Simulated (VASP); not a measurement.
# WC (I4/mmm) in VASP: further runs

The runs below take WC through single point, with PBEsol.

Everything below comes from runs of VASP 6.6.1. Logs are shortened: lines on timing, memory, paths and dates and some standing lists are left out, and cuts for length are marked.

**1. The cell of the first run**

The structure is tetragonal, space group I4/mmm (No. 139). Conventional cell: a = 3.349 Å, b = 3.349 Å, c = 4.210 Å, α = 90.00°, β = 90.00°, γ = 90.00°. Within 2.8 Å of W (site symmetry 4/mmm) lie 6 C at 2.10 to 2.37 Å. C (site symmetry 4/mmm) has 6 W at 2.10 to 2.37 Å within 2.8 Å.

**2. Single point, PBEsol (strain +0.080 along x and y, -0.040 along z)**

Input file INCAR:

```
  PREC = Accurate
  ENCUT = 520
  EDIFF = 1E-7
  ISMEAR = 0
  SIGMA = 0.15
  LREAL = False
  LASPH = True
  NELM = 60
  ALGO = Normal
  ISIF = 2
  LWAVE = False
  LCHARG = False
  GGA = PS
  NBANDS = 16
```

Input file KPOINTS:

```
Automatic mesh
0
Gamma
  18 18 18
```

Input file POSCAR:

```
WC
1.0
    0.0000000000      2.3680987200      2.1049766400
    2.3680987200      0.0000000000      2.1049766400
    2.3680987200      2.3680987200      0.0000000000
W C
1 1
Direct
    0.0000000000      0.0000000000      0.0000000000
    0.5000000000      0.5000000000      0.5000000000
```

Potentials or basis: VASP PAW PBE potentials, release 64 (W_sv, C).

On the command line:

```
$ cat potpaw_PBE.64/W_sv/POTCAR potpaw_PBE.64/C/POTCAR > POTCAR
$ mpirun -np 1 vasp_std > vasp.out
```

OUTCAR:

```text
PREC = Accurate
   ENCUT = 520
   EDIFF = 1E-7
   ISMEAR = 0
   LREAL = False
   LASPH = True
   NELM = 60
   ISIF = 2
   GGA = PS

 ion  position               nearest neighbor table
   1  0.000  0.000  0.000-   2 2.10   2 2.10   2 2.37   2 2.37   2 2.37   2 2.37
   2  0.500  0.500  0.500-   1 2.10   1 2.10   1 2.37   1 2.37   1 2.37   1 2.37

  LATTYP: Found a body centered tetragonal cell.
 ALAT       =     3.3489973269
 C/A-ratio  =     1.2570787221

  Lattice vectors:

 A1 = (   0.0000000000,  -2.3680987200,  -2.1049766400)
 A2 = (   0.0000000000,   2.3680987200,  -2.1049766400)
 A3 = (   2.3680987200,   0.0000000000,   2.1049766400)

Analysis of symmetry for initial positions (statically):
=====================================================================
 Subroutine PRICEL returns:
 Original cell was already a primitive cell.

 Routine SETGRP: Setting up the symmetry group for a
 body centered tetragonal supercell.

 Subroutine GETGRP returns: Found 16 space group operations
 (whereof 16 operations were pure point group operations)
 out of a pool of 16 trial point group operations.

The static configuration has the point symmetry D_4h.

Analysis of symmetry for dynamics (positions and initial velocities):
=====================================================================
 Subroutine PRICEL returns:
 Original cell was already a primitive cell.

 Routine SETGRP: Setting up the symmetry group for a
 body centered tetragonal supercell.

 Subroutine GETGRP returns: Found 16 space group operations
 (whereof 16 operations were pure point group operations)
 out of a pool of 16 trial point group operations.

The dynamic configuration has the point symmetry D_4h.

 Subroutine INISYM returns: Found 16 space group operations
 (whereof 16 operations are pure point group operations),
 and found     1 'primitive' translations

----------------------------------------------------------------------------------------

                                     Primitive cell

  volume of cell :      23.6090

  direct lattice vectors                    reciprocal lattice vectors
     0.000000000  2.368098720  2.104976640    -0.211139846  0.211139846  0.237532327
     2.368098720  0.000000000  2.104976640     0.211139846 -0.211139846  0.237532327
     2.368098720  2.368098720  0.000000000     0.211139846  0.211139846 -0.237532327

  length of vectors
     3.168409412  3.168409412  3.348997327     0.381551669  0.381551669  0.381551669

  position of ions in fractional coordinates (direct lattice)
     0.000000000  0.000000000  0.000000000
     0.500000000  0.500000000  0.500000000

  ion indices of the primitive-cell ions
   primitive index   ion index
                 1           1
                 2           2

----------------------------------------------------------------------------------------

 KPOINTS: Automatic mesh

Automatic generation of k-mesh.
 Grid dimensions read from file:
 generate k-points for:   18   18   18

 Generating k-lattice:

  Cartesian coordinates                     Fractional coordinates (reciprocal lattice)
    -0.011729991  0.011729991  0.013196240     0.055555556  0.000000000  0.000000000
     0.011729991 -0.011729991  0.013196240     0.000000000  0.055555556  0.000000000
     0.011729991  0.011729991 -0.013196240    -0.000000000 -0.000000000  0.055555556

  Length of vectors
     0.021197315  0.021197315  0.021197315

  Shift w.r.t. Gamma in fractional coordinates (k-lattice)
     0.000000000  0.000000000  0.000000000

 Subroutine IBZKPT returns following result:
 ===========================================

 Found    480 irreducible k-points:

 Following reciprocal coordinates:
            Coordinates               Weight
  0.000000  0.000000  0.000000      1.000000
  0.055556 -0.000000  0.000000      8.000000
  0.111111 -0.000000  0.000000      8.000000
  0.166667  0.000000  0.000000      8.000000
  0.222222 -0.000000  0.000000      8.000000
  0.277778  0.000000  0.000000      8.000000
[... 16 lines left out ...]
 -0.277778  0.055556  0.000000      8.000000
 -0.222222  0.055556  0.000000      8.000000
 [... further k-points ...]
   k-points           NKPTS =    480   k-points in BZ     NKDIM =    480   number of bands    NBANDS=     16
   number of dos      NEDOS =    301   number of ions     NIONS =      2
   total plane-waves  NPLWV =  16128
   dimension x,y,z NGX =    24 NGY =   24 NGZ =   28
   dimension x,y,z NGXF=    48 NGYF=   48 NGZF=   56
   ions per type =               1   1
   NGX,Y,Z   is equivalent  to a cutoff of  12.59, 12.59, 13.90 a.u.
   NGXF,Y,Z  is equivalent  to a cutoff of  25.19, 25.19, 27.80 a.u.
 SYSTEM =  unknown system
   PREC   = accura    normal or accurate (medium, high low for compatibility)
   ISTART =      0    job   : 0-new  1-cont  2-samecut
   ICHARG =      2    charge: 1-file 2-atom 10-const
   ISPIN  =      1    spin polarized calculation?
   LNONCOLLINEAR =      F non collinear calculations
   LSORBIT =      F    spin-orbit coupling
   LASPH  =      T    aspherical Exc in radial PAW
   ENCUT  =  520.0 eV  38.22 Ry    6.18 a.u.   5.89  5.89  6.23*2*pi/ulx,y,z
   NELM   =     60;   NELMIN=  2; NELMDL= -5     # of ELM steps
   EDIFF  = 0.1E-06   stopping-criterion for ELM
   LREAL  =      F    real-space projection
   EDIFFG = 0.1E-05   stopping-criterion for IOM
   NSW    =      0    number of steps for IOM
   IBRION =     -1    ionic relax: 0-MD 1-quasi-New 2-CG
   NFREE  =      0    steps in history (QN), initial steepest desc. (CG)
   ISIF   =      2    stress and relaxation
   ISYM   =      2    0-nonsym 1-usesym 2-fastsym
   POTIM  = 0.5000    time-step for ionic-motion
   TEBEG  =    0.0;   TEEND  =   0.0 temperature during run
   PSTRESS=    0.0 pullay stress
   NELECT =      18.0000    total number of electrons
   NUPDOWN=      -1.0000    fix difference up-down
   EMIN   =  10.00;   EMAX   =-10.00  energy-range for DOS
   EFERMI =   0.00;   METHOD = LEGACY
   ISMEAR =     0;   SIGMA  =   0.15  broadening in eV -4-tet -1-fermi 0-gaus
   EFERMI_NEDOS =   21; number of points for ismear=-14 and -15
   IALGO  =     38    algorithm
   IMIX   =      4    mixing-type and parameters
     AMIX     =   0.40;   BMIX     =  1.00
     AMIX_MAG =   1.60;   BMIX_MAG =  1.00
  volume/ion in A,a.u.               =      11.80        79.66
  Fermi-wavevector in a.u.,A,eV,Ry     =   1.495570  2.826217 30.432549  2.236729
  Thomas-Fermi vector in A             =   2.607698
   LORBIT       =      0    0 simple, 1 ext, 2 COOP (PROOUT), +10 PAW based schemes
   GGA     = PS    functional components
   LHFCALC =     F    Hartree Fock is set to
   AEXX    =    0.0000 exact exchange contribution
   IVDW    =     0    specifies the selected vdW correction
   LEPSILON=     F    determine dielectric tensor
   LRPA    =     F    only Hartree local field effects (RPA)
 non-spin polarized calculation
 Gauss-broadening in eV      SIGMA  =   0.15
  energy-cutoff  :      520.00
  volume of cell :       23.61
 maximum number of plane-waves:       656
   NGX = 11   NGY = 11   NGZ = 13

 number of electron      17.9999999 magnetization

 Free energy of the ion-electron system (eV)
  ---------------------------------------------------
  ext. energy  EPLUGINS =         0.00000000
  ---------------------------------------------------
  free energy    TOTEN  =       -22.34385301 eV

  energy without entropy =      -22.32942736  energy(sigma->0) =      -22.33664018

 E-fermi :  10.5149     XC(G=0): -13.2016

 val. band max:       10.5101708918   @ k =   0.3333   0.0556   0.2222
 cond. band min:      10.5195966009   @ k =  -0.4444   0.1667   0.3889
 fundamental gap:      0.0094257091
 Fermi energy:        10.5149397903

 k-point     1 :       0.0000    0.0000    0.0000
  band No.  band energies     occupation
      1     -64.7949      2.00000
      2     -28.8245      2.00000
      3     -28.8104      2.00000
      4     -28.8104      2.00000
      5      -4.2494      2.00000
      6       7.8943      2.00000
[... 8 lines left out ...]
     15      20.4745      0.00000
     16      30.2638      0.00000

 k-point     2 :       0.0556   -0.0000    0.0000
  band No.  band energies     occupation
      1     -64.7943      2.00000
      2     -28.8322      2.00000
      3     -28.8150      2.00000
      4     -28.8129      2.00000
      5      -4.1731      2.00000
      6       7.7065      2.00000
[... 8 lines left out ...]
     15      20.6452      0.00000
     16      29.5650      0.00000

 k-point     3 :       0.1111   -0.0000    0.0000
  band No.  band energies     occupation
      1     -64.7924      2.00000
      2     -28.8644      2.00000
      3     -28.8199      2.00000
      4     -28.8181      2.00000
      5      -3.9477      2.00000
      6       7.1080      2.00000
[... 8 lines left out ...]
     15      21.1075      0.00000
     16      28.1337      0.00000

 k-point     4 :       0.1667    0.0000    0.0000
  band No.  band energies     occupation
      1     -64.7896      2.00000
      2     -28.9165      2.00000
      3     -28.8306      2.00000
      4     -28.8197      2.00000
      5      -3.5835      2.00000
      6       6.2741      2.00000
[... 8 lines left out ...]
     15      21.6740      0.00000
     16      26.7862      0.00000
[... 324 lines left out ...]
 k-point    22 :      -0.3333    0.0556    0.0000
  band No.  band energies     occupation
      1     -64.7778      2.00000
      2     -29.1163      2.00000
      3     -28.8717      2.00000
      4     -28.8399      2.00000
      5      -1.7635      2.00000
      6       3.3962      2.00000
[... 8 lines left out ...]
     15      22.0809      0.00000
     16      23.2998      0.00000

 k-point    23 :      -0.2778    0.0556    0.0000
  band No.  band energies     occupation
      1     -64.7812      2.00000
      2     -29.0560      2.00000
      3     -28.8582      2.00000
      4     -28.8401      2.00000
      5      -2.4053      2.00000
      6       4.1967      2.00000
[... 8 lines left out ...]
     15      21.8162      0.00000
     16      24.8399      0.00000

 k-point    24 :      -0.2222    0.0556    0.0000
  band No.  band energies     occupation
      1     -64.7848      2.00000
      2     -28.9896      2.00000
      3     -28.8441      2.00000
      4     -28.8394      2.00000
      5      -2.9843      2.00000
      6       5.0421      2.00000
[... 8 lines left out ...]
     15      21.9943      0.00000
     16      24.9254      0.00000

 [... further k-points ...]
[... 5 lines left out ...]
  --------------------------------------------------------------------------------------
  -------------------------------------------------------------------------------------
  Total       -6.8122453     -6.8122453     -0.1106651      0.0000000      0.0000000      0.0000000
  in kB     -462.3000924   -462.3000924     -7.5100739      0.0000000      0.0000000      0.0000000
  external PRESSURE =    -310.7034195 kB  Pullay stress =       0.0000000 kB

 VOLUME and BASIS-vectors are now :
 -----------------------------------------------------------------------------
  energy-cutoff  :      520.00
  volume of cell :       23.61
      direct lattice vectors                 reciprocal lattice vectors
     0.000000000  2.368098720  2.104976640    -0.211139846  0.211139846  0.237532327
     2.368098720  0.000000000  2.104976640     0.211139846 -0.211139846  0.237532327
     2.368098720  2.368098720  0.000000000     0.211139846  0.211139846 -0.237532327

 POSITION                                       TOTAL-FORCE (eV/Angst)
 -----------------------------------------------------------------------------------
      0.00000      0.00000      0.00000         0.000000     -0.000000      0.000000
      2.36810      2.36810      2.10498        -0.000000      0.000000     -0.000000
 -----------------------------------------------------------------------------------
    total drift:                                0.000000     -0.000000     -0.000000

  FREE ENERGIE OF THE ION-ELECTRON SYSTEM (eV)
  ---------------------------------------------------
  free  energy   TOTEN  =       -22.3438530093 eV

  energy  without entropy=      -22.3294273550  energy(sigma->0) =      -22.33664018
```

It took 4.3 min on 1 thread of AMD EPYC 7R13, shared host; peak memory 0.27 GiB.

Results:

```
Free energy            : -22.3439 eV
Pressure               : -31.1 GPa
Band gap on the k mesh : zero (bands 9 and 10 overlap by 2.91 eV)
```

Stress tensor (GPa, compression positive):
```
-46.23   0.00   0.00
  0.00 -46.23   0.00
  0.00   0.00  -0.75
```

Levels at points of the mesh, in eV from the Fermi level:
```csv
k point,band 7,band 8,band 9,band 10,band 11,band 12
"(0.00, 0.00, 0.00)",-2.62,-1.43,-1.39,-0.90,-0.88,-0.88
"(0.50, 0.00, 0.00)",-5.91,-5.87,0.53,1.44,2.27,4.65
"(0.50, 0.50, 0.00)",-4.31,-2.69,-2.69,0.92,1.87,1.87
"(0.50, 0.00, 0.50)",-4.80,-1.97,-1.81,0.30,1.42,2.26
```

Caveat: the cell differs from its parent crystal (strain +0.080 along x and y, -0.040 along z); the stress differs along the axes, from -46 to -1 GPa; the PAW data sets were made with another functional, which shifts forces and pressure a little; spin-orbit coupling is left out, which moves the levels of the heavy elements.

**3. Single point, PBEsol (strain +0.080 along x and y, +0.000 along z)**

Input file INCAR:

```
  PREC = Accurate
  ENCUT = 520
  EDIFF = 1E-6
  ISMEAR = 0
  SIGMA = 0.15
  LREAL = F
  LASPH = T
  NELM = 100
  ALGO = Normal
  ISIF = 2
  LWAVE = F
  LCHARG = T
  GGA = PS
  LELF = T
  LVHAR = T
  NBANDS = 16
```

Input file KPOINTS:

```
regular mesh
0
Gamma
  18 18 18
```

Input file POSCAR:

```
WC
1.0
    0.0000000000      2.3680987200      2.1926840000
    2.3680987200      0.0000000000      2.1926840000
    2.3680987200      2.3680987200      0.0000000000
W C
1 1
Direct
    0.0000000000      0.0000000000      0.0000000000
    0.5000000000      0.5000000000      0.5000000000
```

Potentials or basis: VASP PAW PBE potentials, release 64 (W_sv, C).

On the command line:

```
$ cat potpaw_PBE.64/W_sv/POTCAR potpaw_PBE.64/C/POTCAR > POTCAR
$ mpirun -np 1 vasp_std > vasp.out
```

Wall time 4.4 min (1 thread of AMD EPYC 7R13, shared host); peak memory 0.27 GiB.

The run converged. Its results:

* Free energy: -22.2401 eV
* Pressure: -43.8 GPa
* Band gap on the k mesh: zero (bands 9 and 10 overlap by 2.50 eV)

Stress tensor (GPa, compression positive):
```
-50.43   0.00   0.00
  0.00 -50.43   0.00
  0.00   0.00 -30.62
```

Levels at points of the mesh, in eV from the Fermi level:
| k point | band 6 | band 7 | band 8 | band 9 | band 10 | band 11 | band 12 | band 13 |
| --- | --- | --- | --- | --- | --- | --- | --- | --- |
| (0.00, 0.00, 0.00) | -2.40 | -2.40 | -1.65 | -1.15 | -0.75 | -0.75 | -0.72 | -0.58 |
| (0.50, 0.00, 0.00) | -8.48 | -5.57 | -5.53 | 0.58 | 1.11 | 1.94 | 4.65 | 6.62 |
| (0.50, 0.50, 0.00) | -4.66 | -4.56 | -2.43 | -2.43 | 0.75 | 1.75 | 1.75 | 4.75 |
| (0.50, 0.00, 0.50) | -5.26 | -4.60 | -1.95 | -1.94 | 0.45 | 1.44 | 2.01 | 3.81 |

Caveat: the cell differs from its parent crystal (strain +0.080 along x and y, +0.000 along z); the stress differs along the axes, from -50 to -31 GPa; the PAW data sets were made with another functional, which shifts forces and pressure a little; spin-orbit coupling is left out, which moves the levels of the heavy elements.
